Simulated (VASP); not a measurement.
## KI: relaxation of cell and atoms with LDA

KI:

```
CELL_PARAMETERS angstrom
0.00000 3.41147 3.41147
3.41147 0.00000 3.41147
3.41147 3.41147 0.00000
ATOMIC_POSITIONS crystal
K 0.00000 0.00000 0.00000
I 0.50000 0.50000 0.50000
```

```json
{"Program": "VASP 6.6.1", "Task": "relaxation of cell and atoms", "Functional": "LDA", "Potentials or basis": "VASP PAW LDA potentials, release 64 (K_sv, I)", "Cutoff": "600 eV", "k mesh": "6 × 6 × 6", "Occupations": "gaussian, width 0.01 eV", "Spin": "no spin polarisation", "Target pressure": "30 GPa", "Dipole correction": "no", "Further INCAR settings": "ALGO = Normal; EDIFF = 1e-06; IBRION = 2; EDIFFG = -0.002; NSW = 100; ISIF = 3"}
```

* Relaxed volume: 23.56 Å³/atom
* Relaxed cell: a = 4.054 Å, b = 4.054 Å, c = 4.054 Å, α = 60.00°, β = 60.00°, γ = 60.00°
* Space group after relaxing (to 0.05 Å): Fm-3m (No. 225)
* Energy change on relaxing (the enthalpy is what falls): +920.8 meV/atom
* Ionic steps: 18
* Pressure after relaxing: 30.0 GPa
* Band gap on the k mesh: 2.51 eV, indirect (least direct gap 3.26 eV)

Step by step:
```tsv
step	energy change (eV)	largest force (eV/Å)	pressure (GPa)	volume (Å³)
1	0.0000	0.0000	0.03	79.41
2	22.8801	0.0000	372.36	20.98
3	0.8760	0.0000	16.00	54.05
4	1.3685	0.0000	23.17	49.98
5	1.8760	0.0000	30.49	46.93
6	1.7754	0.0000	29.04	47.47
7	1.7784	0.0000	29.07	47.45
8	1.7874	0.0000	29.17	47.40
9	1.7876	0.0000	29.21	47.40
10	1.7879	0.0000	29.21	47.40
11	1.7885	0.0000	29.21	47.40
12	1.7898	0.0000	29.24	47.39
13	1.7924	0.0000	29.27	47.38
14	1.7976	0.0000	29.33	47.35
15	1.8079	0.0000	29.51	47.29
16	1.8288	0.0000	29.82	47.18
17	1.8711	0.0000	30.43	46.95
18	1.8416	0.0000	29.99	47.11
```

Final structure:
```
CELL_PARAMETERS angstrom
0.00000 2.86658 2.86658
2.86658 0.00000 2.86658
2.86658 2.86658 0.00000
ATOMIC_POSITIONS crystal
K 0.00000 0.00000 0.00000
I 0.50000 0.50000 0.50000
```

Levels at points of the mesh, in eV from the valence-band top:
| k point | band 6 | band 7 | band 8 | band 9 | band 10 | band 11 |
| --- | --- | --- | --- | --- | --- | --- |
| (0.00, 0.00, 0.00) | 0.00 | 0.00 | 0.00 | 5.06 | 5.06 | 5.06 |
| (0.50, 0.00, 0.00) | -3.68 | -1.53 | -1.53 | 5.55 | 8.22 | 8.67 |
| (0.50, 0.50, 0.00) | -2.08 | -0.75 | -0.75 | 2.51 | 7.21 | 7.93 |

It took 110 s on 1 thread of AMD EPYC 9R45 96-Core Processor (Zen 5), on a shared host, peak memory 0.19 GiB.

Caveat: the cell is relaxed towards a set pressure, so the enthalpy falls and the energy may rise; the volume moved by over 15 % at a fixed basis, so the end points are rough; spin-orbit coupling is left out, which moves the levels of the heavy elements. A k mesh can miss the band edges.
